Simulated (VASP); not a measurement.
Here is a VASP 6.6.1 calculation.

The input INCAR:

```
PREC     = Accurate       # precision mode
ENCUT    = 520            # plane-wave cutoff, eV
EDIFF    = 1E-6           # SCF threshold, eV
ISMEAR   = -1             # smearing method
SIGMA    = 0.05           # smearing width, eV
LREAL    = F              # projectors in reciprocal space
LASPH    = T              # aspherical terms in the spheres
NELM     = 80             # most SCF steps
ALGO     = Normal         # electronic algorithm
ISIF     = 2              # what is computed and relaxed
LWAVE    = F              # write WAVECAR
LCHARG   = T              # write CHGCAR
GGA      = PE             # functional
IVDW     = 12             # dispersion correction
LELF     = T              # ELF
LVHAR    = T            
NBANDS   = 28             # bands
```

The input KPOINTS:

```
Automatic mesh
0
Gamma
  7 7 6
```

POSCAR

```
SnO
1.0
    3.8389522158      0.0000000000      0.0000000000
    0.0000000000      3.8389522158      0.0000000000
    0.0000000000      0.0000000000      4.9192779074
Sn O
2 2
Direct
    0.5000000000      0.0000000000      0.7646261400
    0.0000000000      0.5000000000      0.2353738600
    0.0000000000      0.0000000000      0.0000000000
    0.5000000000      0.5000000000      0.0000000000
```

Potentials or basis: VASP PAW PBE potentials, release 64 (Sn_d, O).

The run is started by

```sh
$ cat potpaw_PBE.64/Sn_d/POTCAR potpaw_PBE.64/O/POTCAR > POTCAR
$ mpirun -np 1 vasp_std > vasp.out
```

(1) What does it give for the largest force?

(2) Predict the pressure.

(3) Predict the band gap on the k mesh.

(4) What does it give for the dispersion energy per atom?

Results:

(1) 0.196 eV/Å.

(2) -0.1 GPa.

(3) 0.45 eV, indirect (least direct gap 2.02 eV).

(4) -0.227 eV.

Caveat: spin-orbit coupling is left out, which moves the levels of the heavy elements.
